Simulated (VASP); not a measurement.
# Ag (P6_3/mmc) in VASP: further runs

Ag is run at these levels: revPBE; tasks: single point.

All numbers are computed with VASP 6.6.1; they aren't measurements. Logs are shortened: lines on timing, memory, paths and dates and some standing lists are left out, and cuts for length are marked.

## 1. The cell of the first run

Symmetry: P6_3/mmc, No. 194, hexagonal system. Conventional cell: a = 2.978 Å, b = 2.978 Å, c = 4.818 Å, α = 90.00°, β = 90.00°, γ = 120.00°. Within 3.9 Å of Ag (site symmetry -6m2) lie 12 Ag at 2.96 to 2.98 Å.

## 2. Single point, revPBE

Input file INCAR:

```
  ALGO = Normal
  EDIFF = 1E-7
  ENCUT = 520
  GGA = RE
  ISIF = 2
  ISMEAR = -1
  LASPH = T
  LCHARG = F
  LREAL = F
  LWAVE = F
  NBANDS = 18
  NELM = 80
  PREC = Accurate
  SIGMA = 0.1
```

Input file KPOINTS:

```
k-points
0
Gamma
  12 12 7
```

Input file POSCAR:

```
Ag
1.0
    2.9781776453      0.0000000000      0.0000000000
   -1.4890888226      2.5791774978      0.0000000000
    0.0000000000      0.0000000000      4.8176246266
Ag
2
Direct
    0.3333333333      0.6666666667      0.2500000000
    0.6666666667      0.3333333333      0.7500000000
```

Potentials or basis: VASP PAW PBE potentials, release 64 (Ag).

The run is started by

```
cat potpaw_PBE.64/Ag/POTCAR > POTCAR
mpirun -np 1 vasp_std > vasp.out
```

OUTCAR:

```text
EDIFF = 1E-7
   ENCUT = 520
   GGA = RE
   ISIF = 2
   ISMEAR = -1
   LASPH = T
   LREAL = F
   NELM = 80
   PREC = Accurate

 ion  position               nearest neighbor table
   1  0.333  0.667  0.250-   2 2.96   2 2.96   2 2.96   2 2.96   2 2.96   2 2.96
   2  0.667  0.333  0.750-   1 2.96   1 2.96   1 2.96   1 2.96   1 2.96   1 2.96

  LATTYP: Found a hexagonal cell.
 ALAT       =     2.9781776453
 C/A-ratio  =     1.6176417932

  Lattice vectors:

 A1 = (   2.9781776453,   0.0000000000,   0.0000000000)
 A2 = (  -1.4890888226,   2.5791774978,   0.0000000000)
 A3 = (   0.0000000000,   0.0000000000,   4.8176246266)

Analysis of symmetry for initial positions (statically):
=====================================================================
 Subroutine PRICEL returns:
 Original cell was already a primitive cell.

 Routine SETGRP: Setting up the symmetry group for a
 hexagonal supercell.

 Subroutine GETGRP returns: Found 24 space group operations
 (whereof 12 operations were pure point group operations)
 out of a pool of 24 trial point group operations.

The static configuration has the point symmetry D_3d.
 The point group associated with its full space group is D_6h.

Analysis of symmetry for dynamics (positions and initial velocities):
=====================================================================
 Subroutine PRICEL returns:
 Original cell was already a primitive cell.

 Routine SETGRP: Setting up the symmetry group for a
 hexagonal supercell.

 Subroutine GETGRP returns: Found 24 space group operations
 (whereof 12 operations were pure point group operations)
 out of a pool of 24 trial point group operations.

The dynamic configuration has the point symmetry D_3d.
 The point group associated with its full space group is D_6h.

 Subroutine INISYM returns: Found 24 space group operations
 (whereof 12 operations are pure point group operations),
 and found     1 'primitive' translations

----------------------------------------------------------------------------------------

                                     Primitive cell

  volume of cell :      37.0054

  direct lattice vectors                    reciprocal lattice vectors
     2.978177645  0.000000000  0.000000000     0.335775806  0.193860252  0.000000000
    -1.489088823  2.579177498  0.000000000     0.000000000  0.387720504  0.000000000
     0.000000000  0.000000000  4.817624627     0.000000000  0.000000000  0.207571174

[... 81 lines left out ...]
   ENCUT  =  520.0 eV  38.22 Ry    6.18 a.u.   5.54  5.54  8.96*2*pi/ulx,y,z
   NELM   =     80;   NELMIN=  2; NELMDL= -5     # of ELM steps
   EDIFF  = 0.1E-06   stopping-criterion for ELM
   LREAL  =      F    real-space projection
   EDIFFG = 0.1E-05   stopping-criterion for IOM
   NSW    =      0    number of steps for IOM
   IBRION =     -1    ionic relax: 0-MD 1-quasi-New 2-CG
   NFREE  =      0    steps in history (QN), initial steepest desc. (CG)
   ISIF   =      2    stress and relaxation
   ISYM   =      2    0-nonsym 1-usesym 2-fastsym
   POTIM  = 0.5000    time-step for ionic-motion
   TEBEG  =    0.0;   TEEND  =   0.0 temperature during run
   PSTRESS=    0.0 pullay stress
   NELECT =      22.0000    total number of electrons
   NUPDOWN=      -1.0000    fix difference up-down
   EMIN   =  10.00;   EMAX   =-10.00  energy-range for DOS
   EFERMI =   0.00;   METHOD = LEGACY
   ISMEAR =    -1;   SIGMA  =   0.10  broadening in eV -4-tet -1-fermi 0-gaus
   EFERMI_NEDOS =   21; number of points for ismear=-14 and -15
   IALGO  =     38    algorithm
   IMIX   =      4    mixing-type and parameters
     AMIX     =   0.40;   BMIX     =  1.00
     AMIX_MAG =   1.60;   BMIX_MAG =  1.00
  volume/ion in A,a.u.               =      18.50       124.86
  Fermi-wavevector in a.u.,A,eV,Ry     =   1.376557  2.601315 25.781796  1.894909
  Thomas-Fermi vector in A             =   2.501791
   LORBIT       =      0    0 simple, 1 ext, 2 COOP (PROOUT), +10 PAW based schemes
   GGA     = RE    functional components
   LHFCALC =     F    Hartree Fock is set to
   AEXX    =    0.0000 exact exchange contribution
   IVDW    =     0    specifies the selected vdW correction
   LEPSILON=     F    determine dielectric tensor
   LRPA    =     F    only Hartree local field effects (RPA)
 non-spin polarized calculation
  energy-cutoff  :      520.00
  volume of cell :       37.01
 maximum number of plane-waves:      1026
 NGX is ok and might be reduce to    24
   NGX = 11   NGY = 11   NGZ = 17

 number of electron      21.9999989 magnetization

 Free energy of the ion-electron system (eV)
  ---------------------------------------------------
  ext. energy  EPLUGINS =         0.00000000
  ---------------------------------------------------
  free energy    TOTEN  =        -4.59047327 eV

  energy without entropy =       -4.56959270  energy(sigma->0) =       -4.58003298

 E-fermi :   7.4764     XC(G=0): -11.6253

 val. band max:        7.4516783318   @ k =   0.2500   0.1667   0.4286
 cond. band min:       7.4865092051   @ k =   0.0833   0.0833   0.1429
 fundamental gap:      0.0348308733
 Fermi energy:         7.4764076682

 k-point     1 :       0.0000    0.0000    0.0000
  band No.  band energies     occupation
      1       0.2889      2.00000
      2       1.5438      2.00000
      3       2.9419      2.00000
      4       2.9959      2.00000
      5       2.9959      2.00000
      6       3.2070      2.00000
[... 481 lines left out ...]
      5       3.0567      2.00000
      6       3.1957      2.00000
[... 10 lines left out ...]
     17      21.7707      0.00000
     18      23.5197      0.00000

 [... further k-points ...]

------------------------ aborting loop because EDIFF is reached ----------------------------------------

  FORCE on cell =-STRESS in cart. coord.  units (eV):
  Direction    XX          YY          ZZ          XY          YZ          ZX
  --------------------------------------------------------------------------------------
  -------------------------------------------------------------------------------------
  Total       -0.0168078     -0.0168078     -0.0186971     -0.0000000      0.0000000      0.0000000
  in kB       -0.7277089     -0.7277089     -0.8095077     -0.0000000      0.0000000      0.0000000
  external PRESSURE =      -0.7549752 kB  Pullay stress =       0.0000000 kB

 VOLUME and BASIS-vectors are now :
 -----------------------------------------------------------------------------
  energy-cutoff  :      520.00
  volume of cell :       37.01
      direct lattice vectors                 reciprocal lattice vectors
     2.978177645  0.000000000  0.000000000     0.335775806  0.193860252  0.000000000
    -1.489088823  2.579177498  0.000000000     0.000000000  0.387720504  0.000000000
     0.000000000  0.000000000  4.817624627     0.000000000  0.000000000  0.207571174

 POSITION                                       TOTAL-FORCE (eV/Angst)
 -----------------------------------------------------------------------------------
     -0.00000      1.71945      1.20441         0.000000     -0.000000      0.000000
      1.48909      0.85973      3.61322        -0.000000      0.000000      0.000000
 -----------------------------------------------------------------------------------
    total drift:                               -0.000000      0.000000     -0.000000

  FREE ENERGIE OF THE ION-ELECTRON SYSTEM (eV)
  ---------------------------------------------------
  free  energy   TOTEN  =        -4.5904732712 eV

  energy  without entropy=       -4.5695926967  energy(sigma->0) =       -4.58003298
```

stdout:

```text
POSCAR found type information on POSCAR Ag
 POSCAR found :  1 types and       2 ions
 scaLAPACK will be used
 -----------------------------------------------------------------------------
|                                                                             |
|                                                                             |
|     You enforced a specific xc type in the INCAR file but a different       |
|     I HOPE YOU KNOW WHAT YOU ARE DOING!                                     |
|                                                                             |
 -----------------------------------------------------------------------------

 LDA part: xc-table for (Slater+PW92), standard interpolation
 POSCAR, INCAR and KPOINTS ok, starting setup
 FFT: planning ... GRIDC
 FFT: planning ... GRID_SOFT
 FFT: planning ... GRID
 WAVECAR not read
 entering main loop
```

It took 12 s on 1 thread of Intel Xeon 6975P-C (Granite Rapids), shared host; peak memory 0.18 GiB.

What came out:

```
Free energy            : -4.5905 eV
Pressure               : -0.1 GPa
Band gap on the k mesh : zero (band 11 reaches 11.21 eV, above the bottom of band 12 at 4.19 eV)
```

Caveat: the PAW data sets were made with another functional, which shifts forces and pressure a little.

## 3. Single point, revPBE (volume scaled by 0.88)

Input file INCAR:

```
SYSTEM = Ag
PREC     = Accurate       ! precision mode
ENCUT    = 520            ! plane-wave cutoff, eV
EDIFF    = 1E-6           ! SCF threshold, eV
ISMEAR   = -1             ! smearing method
SIGMA    = 0.1            ! smearing width, eV
LREAL    = .False.        ! projectors in reciprocal space
LASPH    = .True.         ! aspherical terms in the spheres
NELM     = 100            ! most SCF steps
ALGO     = Normal         ! electronic algorithm
ISIF     = 2              ! what is computed and relaxed
LWAVE    = .False.        ! write WAVECAR
LCHARG   = .False.        ! write CHGCAR
GGA      = RE             ! functional
NBANDS   = 18             ! bands
```

Input file KPOINTS:

```
Automatic mesh
0
Gamma
  14 14 8
  0 0 0
```

Input file POSCAR:

```
Ag
1.0
    2.8539399015      0.0000000000      0.0000000000
   -1.4269699507      2.4715844556      0.0000000000
    0.0000000000      0.0000000000      4.6166524600
Ag
2
Direct
    0.3333333333      0.6666666667      0.2500000000
    0.6666666667      0.3333333333      0.7500000000
```

Potentials or basis: VASP PAW PBE potentials, release 64 (Ag).

The run is started by

```
cat potpaw_PBE.64/Ag/POTCAR > POTCAR
mpirun -np 1 vasp_std > vasp.out
```

Run time: 19 s. Hardware: 1 thread of Intel Xeon 6975P-C (Granite Rapids), shared host; peak memory 0.19 GiB.

It converged, with:

| Quantity | Value |
| --- | --- |
| Free energy | -4.4242 eV |
| Pressure | 14.2 GPa |
| Band gap on the k mesh | zero (band 11 reaches 12.96 eV, above the bottom of band 12 at 5.68 eV) |

Stress tensor (GPa, compression positive):
```
13.72  0.00  0.00
 0.00 13.72  0.00
 0.00  0.00 15.09
```

Levels at points of the mesh, in eV from the Fermi level:
| k point | band 8 | band 9 | band 10 | band 11 | band 12 | band 13 | band 14 | band 15 |
| --- | --- | --- | --- | --- | --- | --- | --- | --- |
| (0.00, 0.00, 0.00) | -4.27 | -4.27 | -3.14 | -3.14 | -0.41 | 4.03 | 15.71 | 17.95 |
| (0.50, 0.00, 0.00) | -3.02 | -2.92 | -2.86 | 0.10 | 1.66 | 7.23 | 7.45 | 9.96 |
| (0.00, 0.00, 0.50) | -4.69 | -3.48 | -3.48 | -3.48 | -3.48 | 11.75 | 11.75 | 16.11 |
| (0.50, 0.00, 0.50) | -3.20 | -2.92 | -2.92 | 0.73 | 0.73 | 4.89 | 4.89 | 13.99 |

Caveat: the PAW data sets were made with another functional, which shifts forces and pressure a little.
